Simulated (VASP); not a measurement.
Input of a VASP 6.6.1 run:

File INCAR:

```
SYSTEM = Mg2ZnN2
PREC = Accurate ; ENCUT = 520
EDIFF = 1E-7 ; ISMEAR = 0
SIGMA = 0.01 ; LREAL = .FALSE.
LASPH = .TRUE. ; NELM = 80
ALGO = Normal ; ISIF = 2
LWAVE = .FALSE. ; LCHARG = .TRUE.
GGA = PE ; LELF = .TRUE.
LVHAR = .TRUE. ; NBANDS = 21
```

KPOINTS

```
Automatic mesh
0
G
  16 16 16
  0 0 0
```

The input POSCAR:

```
Mg2ZnN2
1.0
   -1.5790365131      1.5790365131      6.1216322237
    1.5790365131     -1.5790365131      6.1216322237
    1.5790365131      1.5790365131     -6.1216322237
Mg Zn N
2 1 2
Direct
    0.3278634275      0.3278634275      0.0000000000
    0.6721365725      0.6721365725      0.0000000000
    0.0000000000      0.0000000000      0.0000000000
    0.1505627605      0.1505627605      0.0000000000
    0.8494372395      0.8494372395      0.0000000000
```

Potentials or basis: VASP PAW PBE potentials, release 64 (Mg, Zn, N).

Command:

```sh
$ cat potpaw_PBE.64/Mg/POTCAR potpaw_PBE.64/Zn/POTCAR potpaw_PBE.64/N/POTCAR > POTCAR
$ mpirun -np 1 vasp_std > vasp.out
```

What does it give for the largest force?

0.122 eV/Å.

What does it give for the pressure?

0.0 GPa.

Estimate the band gap on the k mesh.

0.49 eV (least direct gap 0.57 eV).

Stress tensor (GPa, compression positive):
```
-0.40  0.00  0.00
 0.00 -0.40  0.00
 0.00  0.00  0.88
```

A k mesh can miss the band edges.
